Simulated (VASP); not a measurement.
Write the native input for VASP 6.6.1 that does the following.

```yaml
Task: relaxation of cell and atoms
Functional: PBE
Potentials_or_basis: VASP PAW PBE potentials, release 64 (Sc_sv, Mo_sv)
Cutoff: 600 eV
k_mesh: 4 × 4 × 4
Occupations: gaussian, width 0.1 eV
Spin: no spin polarisation
Dipole_correction: no
Further_INCAR_settings: ALGO = Normal; EDIFF = 1e-07; IBRION = 2; EDIFFG = -0.04; NSW = 90; ISIF = 3
```

The structure of Sc4Mo lies in POSCAR:

```
Sc4Mo
1.0
    4.5081909600      0.0000000000      0.0000000000
    0.0000000000      4.5081909600      0.0000000000
    0.0000000000      0.0000000000      4.5081909600
Sc Mo
4 1
Direct
    0.5000000000      0.0000000000      0.0000000000
    0.0000000000      0.5000000000      0.0000000000
    0.0000000000      0.0000000000      0.5000000000
    0.5000000000      0.5000000000      0.5000000000
    0.0000000000      0.0000000000      0.0000000000
```

The cell was built from a structure type or drawn by symmetry, and may not be a known phase.

One way to write it, as run:

INCAR

```
PREC = Accurate ; ENCUT = 600
EDIFF = 1E-7 ; ISMEAR = 0
SIGMA = 0.1 ; LREAL = False
LASPH = True ; NELM = 60
ALGO = Normal ; ISIF = 3
LWAVE = False ; LCHARG = False
GGA = PE ; IBRION = 2
NSW = 90 ; EDIFFG = -0.04
```

KPOINTS

```
regular mesh
0
Gamma
  4 4 4
```

Potentials or basis: VASP PAW PBE potentials, release 64 (Sc_sv, Mo_sv).

The run is started by

```sh
$ cat potpaw_PBE.64/Sc_sv/POTCAR potpaw_PBE.64/Mo_sv/POTCAR > POTCAR
$ mpirun -np 1 vasp_std > vasp.out
```

Results of the run:

```json
{"Relaxed volume": "25.38 Å³/atom", "Relaxed cell": "a = 5.025 Å, b = 5.025 Å, c = 5.025 Å, α = 90.00°, β = 90.00°, γ = 90.00°", "Space group after relaxing (to 0.1 Å)": "Pm-3m (No. 221)", "Energy gained by relaxing": "599.9 meV/atom", "Ionic steps": "3", "Pressure after relaxing": "0.2 GPa", "Band gap on the k mesh": "zero (bands 29 and 30 overlap by 0.44 eV)"}
```

Caveat: the volume moved by over 15 % at a fixed basis, so the end points are rough.

Wall time 77 s on 1 thread of Intel(R) Xeon(R) 6975P-C (Granite Rapids), on a shared host, peak memory 0.22 GiB.
